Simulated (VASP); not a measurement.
# ZnSe (Stilleite) (F-43m) in VASP: single point with r2SCAN

Aim: the single point of ZnSe (Stilleite) with r2SCAN.

Program: VASP 6.6.1. These are calculated values, not measurements. Logs are shortened: lines on timing, memory, paths and dates and some standing lists are left out, and cuts for length are marked.

## Step 1: The cell of the first run

The structure is cubic, space group F-43m (No. 216). The conventional cell has a = 5.589 Å, b = 5.589 Å, c = 5.589 Å, α = 90.00°, β = 90.00°, γ = 90.00°. Within 3.2 Å of Zn (site symmetry -43m) lie 4 Se at 2.42 Å. Within 3.2 Å of Se (site symmetry -43m) lie 4 Zn at 2.42 Å.

## Step 2: Single point, r2SCAN (volume scaled by 0.960)

The input, POSCAR:

```
ZnSe
1.0
    0.0000000000      2.7947178488      2.7947178488
    2.7947178488      0.0000000000      2.7947178488
    2.7947178488      2.7947178488      0.0000000000
Zn Se
1 1
Direct
    0.0000000000      0.0000000000      0.0000000000
    0.2500000000      0.2500000000      0.2500000000
```

The input, INCAR.step1:

```
ALGO     = Normal         # electronic algorithm
EDIFF    = 1E-4           # SCF threshold, eV
ENCUT    = 520            # plane-wave cutoff, eV
GGA      = PE             # functional
ISMEAR   = 0              # smearing method
LASPH    = T              # aspherical terms in the spheres
LCHARG   = F              # write CHGCAR
LREAL    = F              # projectors in reciprocal space
LWAVE    = T              # write WAVECAR
NBANDS   = 16             # bands
NELM     = 100            # most SCF steps
PREC     = Accurate       # precision mode
SIGMA    = 0.05           # smearing width, eV
```

The input, INCAR.step2:

```
ALGO     = Normal         # electronic algorithm
EDIFF    = 1E-7           # SCF threshold, eV
ENCUT    = 520            # plane-wave cutoff, eV
ISIF     = 2              # what is computed and relaxed
ISMEAR   = 0              # smearing method
ISTART   = 1            
LASPH    = T              # aspherical terms in the spheres
LCHARG   = T              # write CHGCAR
LELF     = T              # ELF
LMIXTAU  = T            
LREAL    = F              # projectors in reciprocal space
LVHAR    = T            
LWAVE    = F              # write WAVECAR
METAGGA  = R2SCAN         # meta-GGA
NBANDS   = 16             # bands
NELM     = 100            # most SCF steps
PREC     = Accurate       # precision mode
SIGMA    = 0.05           # smearing width, eV
```

The input, KPOINTS:

```
k-points
0
Gamma
  6 6 6
```

Potentials or basis: VASP PAW PBE potentials, release 64 (Zn, Se).

Started as:

```sh
> cat potpaw_PBE.64/Zn/POTCAR potpaw_PBE.64/Se/POTCAR > POTCAR
> cp INCAR.step1 INCAR
> mpirun -np 1 vasp_std > vasp.out
> cp INCAR.step2 INCAR
> mpirun -np 1 vasp_std > vasp.out
```

OUTCAR:

```text
EDIFF = 1E-7
   ENCUT = 520
   ISIF = 2
   ISMEAR = 0
   ISTART = 1
   LASPH = T
   LREAL = F
   METAGGA = R2SCAN
   NELM = 100
   PREC = Accurate

 ion  position               nearest neighbor table
   1  0.000  0.000  0.000-   2 2.42   2 2.42   2 2.42   2 2.42
   2  0.250  0.250  0.250-   1 2.42   1 2.42   1 2.42   1 2.42

  LATTYP: Found a face centered cubic cell.
 ALAT       =     5.5894356976

  Lattice vectors:

 A1 = (   0.0000000000,   2.7947178488,   2.7947178488)
 A2 = (   2.7947178488,   0.0000000000,   2.7947178488)
 A3 = (   2.7947178488,   2.7947178488,   0.0000000000)

Analysis of symmetry for initial positions (statically):
=====================================================================
 Subroutine PRICEL returns:
 Original cell was already a primitive cell.

 Routine SETGRP: Setting up the symmetry group for a
 face centered cubic supercell.

 Subroutine GETGRP returns: Found 24 space group operations
 (whereof 24 operations were pure point group operations)
 out of a pool of 48 trial point group operations.

The static configuration has the point symmetry T_d .

Analysis of symmetry for dynamics (positions and initial velocities):
=====================================================================
 Subroutine PRICEL returns:
 Original cell was already a primitive cell.

 Routine SETGRP: Setting up the symmetry group for a
 face centered cubic supercell.

 Subroutine GETGRP returns: Found 24 space group operations
 (whereof 24 operations were pure point group operations)
 out of a pool of 48 trial point group operations.

The dynamic configuration has the point symmetry T_d .

 Subroutine INISYM returns: Found 24 space group operations
 (whereof 24 operations are pure point group operations),
 and found     1 'primitive' translations

----------------------------------------------------------------------------------------

                                     Primitive cell

  volume of cell :      43.6560

  direct lattice vectors                    reciprocal lattice vectors
     0.000000000  2.794717849  2.794717849    -0.178908937  0.178908937  0.178908937
     2.794717849  0.000000000  2.794717849     0.178908937 -0.178908937  0.178908937
     2.794717849  2.794717849  0.000000000     0.178908937  0.178908937 -0.178908937

  length of vectors
     3.952327885  3.952327885  3.952327885     0.309879369  0.309879369  0.309879369

  position of ions in fractional coordinates (direct lattice)
     0.000000000  0.000000000  0.000000000
     0.250000000  0.250000000  0.250000000

  ion indices of the primitive-cell ions
   primitive index   ion index
                 1           1
                 2           2

----------------------------------------------------------------------------------------

 KPOINTS: k-points

Automatic generation of k-mesh.
 Grid dimensions read from file:
 generate k-points for:    6    6    6

 Generating k-lattice:

  Cartesian coordinates                     Fractional coordinates (reciprocal lattice)
    -0.029818156  0.029818156  0.029818156     0.166666667  0.000000000  0.000000000
     0.029818156 -0.029818156  0.029818156     0.000000000  0.166666667  0.000000000
     0.029818156  0.029818156 -0.029818156     0.000000000  0.000000000  0.166666667

  Length of vectors
     0.051646562  0.051646562  0.051646562

  Shift w.r.t. Gamma in fractional coordinates (k-lattice)
     0.000000000  0.000000000  0.000000000

 Subroutine IBZKPT returns following result:
 ===========================================

 Found     16 irreducible k-points:

 Following reciprocal coordinates:
            Coordinates               Weight
  0.000000  0.000000  0.000000      1.000000
  0.166667  0.000000  0.000000      8.000000
  0.333333  0.000000  0.000000      8.000000
  0.500000  0.000000  0.000000      4.000000
  0.166667  0.166667  0.000000      6.000000
  0.333333  0.166667  0.000000     24.000000
[... 8 lines left out ...]
 -0.333333  0.333333  0.166667     24.000000
 -0.333333  0.500000  0.166667     12.000000
   k-points           NKPTS =     16   k-points in BZ     NKDIM =     16   number of bands    NBANDS=     16
   number of dos      NEDOS =    301   number of ions     NIONS =      2
   total plane-waves  NPLWV =  27000
   dimension x,y,z NGX =    30 NGY =   30 NGZ =   30
   dimension x,y,z NGXF=    60 NGYF=   60 NGZF=   60
   ions per type =               1   1
   NGX,Y,Z   is equivalent  to a cutoff of  12.62, 12.62, 12.62 a.u.
   NGXF,Y,Z  is equivalent  to a cutoff of  25.24, 25.24, 25.24 a.u.
 SYSTEM =  unknown system
   PREC   = accura    normal or accurate (medium, high low for compatibility)
   ISTART =      1    job   : 0-new  1-cont  2-samecut
   ICHARG =      0    charge: 1-file 2-atom 10-const
   ISPIN  =      1    spin polarized calculation?
   LNONCOLLINEAR =      F non collinear calculations
   LSORBIT =      F    spin-orbit coupling
   LASPH  =      T    aspherical Exc in radial PAW
   ENCUT  =  520.0 eV  38.22 Ry    6.18 a.u.   7.35  7.35  7.35*2*pi/ulx,y,z
   NELM   =    100;   NELMIN=  2; NELMDL=  0     # of ELM steps
   EDIFF  = 0.1E-06   stopping-criterion for ELM
   LREAL  =      F    real-space projection
   EDIFFG = 0.1E-05   stopping-criterion for IOM
   NSW    =      0    number of steps for IOM
   IBRION =     -1    ionic relax: 0-MD 1-quasi-New 2-CG
   NFREE  =      0    steps in history (QN), initial steepest desc. (CG)
   ISIF   =      2    stress and relaxation
   ISYM   =      2    0-nonsym 1-usesym 2-fastsym
   POTIM  = 0.5000    time-step for ionic-motion
   TEBEG  =    0.0;   TEEND  =   0.0 temperature during run
   PSTRESS=    0.0 pullay stress
   NELECT =      18.0000    total number of electrons
   NUPDOWN=      -1.0000    fix difference up-down
   EMIN   =  10.00;   EMAX   =-10.00  energy-range for DOS
   EFERMI =   0.00;   METHOD = LEGACY
   ISMEAR =     0;   SIGMA  =   0.05  broadening in eV -4-tet -1-fermi 0-gaus
   EFERMI_NEDOS =   21; number of points for ismear=-14 and -15
   IALGO  =     38    algorithm
   IMIX   =      4    mixing-type and parameters
     AMIX     =   0.40;   BMIX     =  1.00
     AMIX_MAG =   1.60;   BMIX_MAG =  1.00
  volume/ion in A,a.u.               =      21.83       147.30
  Fermi-wavevector in a.u.,A,eV,Ry     =   1.218478  2.302590 20.200416  1.484689
  Thomas-Fermi vector in A             =   2.353763
   LORBIT       =      0    0 simple, 1 ext, 2 COOP (PROOUT), +10 PAW based schemes
   METAGGA = R2SCAN    functional components
   LHFCALC =     F    Hartree Fock is set to
   AEXX    =    0.0000 exact exchange contribution
   IVDW    =     0    specifies the selected vdW correction
   LEPSILON=     F    determine dielectric tensor
   LRPA    =     F    only Hartree local field effects (RPA)
 non-spin polarized calculation
 Gauss-broadening in eV      SIGMA  =   0.05
  energy-cutoff  :      520.00
  volume of cell :       43.66
 maximum number of plane-waves:      1243
 NGX is ok and might be reduce to    30
   NGX = 15   NGY = 15   NGZ = 15

 number of electron      17.9999985 magnetization

 Free energy of the ion-electron system (eV)
  ---------------------------------------------------
  ext. energy  EPLUGINS =         0.00000000
  ---------------------------------------------------
  free energy    TOTEN  =       -24.88868984 eV

  energy without entropy =      -24.88868984  energy(sigma->0) =      -24.88868984

 E-fermi :   1.9053     XC(G=0): -10.1242

 val. band max:        1.6697226497   @ k =   0.0000   0.0000   0.0000
 cond. band min:       3.7203415005   @ k =   0.0000   0.0000   0.0000
 fundamental gap:      2.0506188508
 Fermi energy:         1.9053380741

 k-point     1 :       0.0000    0.0000    0.0000
  band No.  band energies     occupation
      1     -12.3306      2.00000
      2      -5.1862      2.00000
      3      -5.1862      2.00000
      4      -5.1862      2.00000
      5      -4.7358      2.00000
      6      -4.7358      2.00000
[... 8 lines left out ...]
     15      13.7805      0.00000
     16      13.7805      0.00000

 k-point     2 :       0.1667    0.0000    0.0000
  band No.  band energies     occupation
      1     -12.1353      2.00000
      2      -5.1701      2.00000
      3      -5.1552      2.00000
      4      -5.1552      2.00000
      5      -4.7378      2.00000
      6      -4.7377      2.00000
[... 8 lines left out ...]
     15      12.7273      0.00000
     16      13.4958      0.00000

 k-point     3 :       0.3333    0.0000    0.0000
  band No.  band energies     occupation
      1     -11.6941      2.00000
      2      -5.1020      2.00000
      3      -5.1019      2.00000
      4      -5.0043      2.00000
      5      -4.7291      2.00000
      6      -4.7290      2.00000
[... 8 lines left out ...]
     15      13.4164      0.00000
     16      13.4165      0.00000

 k-point     4 :       0.5000    0.0000    0.0000
  band No.  band energies     occupation
      1     -11.4400      2.00000
      2      -5.0817      2.00000
      3      -5.0816      2.00000
      4      -4.7162      2.00000
      5      -4.7161      2.00000
      6      -4.5654      2.00000
[... 8 lines left out ...]
     15      15.6587      0.00000
     16      15.6588      0.00000
[... 172 lines left out ...]
 k-point    14 :       0.5000    0.3333    0.1667
  band No.  band energies     occupation
      1     -11.3861      2.00000
      2      -5.0824      2.00000
      3      -5.0222      2.00000
      4      -4.9089      2.00000
      5      -4.7182      2.00000
      6      -4.6720      2.00000
[... 8 lines left out ...]
     15      15.5519      0.00000
     16      17.0258      0.00000

 k-point    15 :      -0.3333    0.3333    0.1667
  band No.  band energies     occupation
      1     -11.2119      2.00000
      2      -5.0552      2.00000
      3      -4.9878      2.00000
      4      -4.7827      2.00000
      5      -4.7466      2.00000
      6      -4.4709      2.00000
[... 8 lines left out ...]
     15      15.7286      0.00000
     16      16.6808      0.00000

 k-point    16 :      -0.3333    0.5000    0.1667
  band No.  band energies     occupation
      1     -11.1311      2.00000
      2      -5.0743      2.00000
      3      -4.9284      2.00000
      4      -4.8426      2.00000
      5      -4.7211      2.00000
      6      -4.4357      2.00000
[... 8 lines left out ...]
     15      16.3547      0.00000
     16      16.9075      0.00000

------------------------ aborting loop because EDIFF is reached ----------------------------------------

  FORCE on cell =-STRESS in cart. coord.  units (eV):
  Direction    XX          YY          ZZ          XY          YZ          ZX
  --------------------------------------------------------------------------------------
  -------------------------------------------------------------------------------------
  Total        0.8292810      0.8292810      0.8292810     -0.0000000     -0.0000000     -0.0000000
  in kB       30.4346559     30.4346559     30.4346559     -0.0000000     -0.0000000     -0.0000000
  external PRESSURE =      30.4346559 kB  Pullay stress =       0.0000000 kB

 VOLUME and BASIS-vectors are now :
 -----------------------------------------------------------------------------
  energy-cutoff  :      520.00
  volume of cell :       43.66
      direct lattice vectors                 reciprocal lattice vectors
     0.000000000  2.794717849  2.794717849    -0.178908937  0.178908937  0.178908937
     2.794717849  0.000000000  2.794717849     0.178908937 -0.178908937  0.178908937
     2.794717849  2.794717849  0.000000000     0.178908937  0.178908937 -0.178908937

 POSITION                                       TOTAL-FORCE (eV/Angst)
 -----------------------------------------------------------------------------------
      0.00000      0.00000      0.00000         0.000000     -0.000000      0.000000
      1.39736      1.39736      1.39736        -0.000000      0.000000     -0.000000
 -----------------------------------------------------------------------------------
    total drift:                                0.000029      0.000029      0.000030

  FREE ENERGIE OF THE ION-ELECTRON SYSTEM (eV)
  ---------------------------------------------------
  free  energy   TOTEN  =       -24.8886898436 eV

  energy  without entropy=      -24.8886898436  energy(sigma->0) =      -24.88868984
```

Run time: 2 min. Hardware: 1 thread of Intel Xeon 8259CL, shared host; peak memory 0.17 GiB.

Results:

- Free energy: -24.8887 eV
- Pressure: 3.0 GPa
- Band gap on the k mesh: 2.05 eV, direct

Levels at points of the mesh, in eV from the valence-band top:
```tsv
k point	band 6	band 7	band 8	band 9	band 10	band 11	band 12	band 13
(0.00, 0.00, 0.00)	-6.41	0.00	0.00	0.00	2.05	6.29	6.30	6.30
(0.50, 0.00, 0.00)	-6.24	-5.59	-0.95	-0.95	3.13	6.85	6.85	9.19
(0.50, 0.50, 0.00)	-6.21	-4.98	-2.39	-2.39	3.24	3.86	11.85	12.37
```

Caveat: the PAW data sets were made with another functional, which shifts forces and pressure a little.
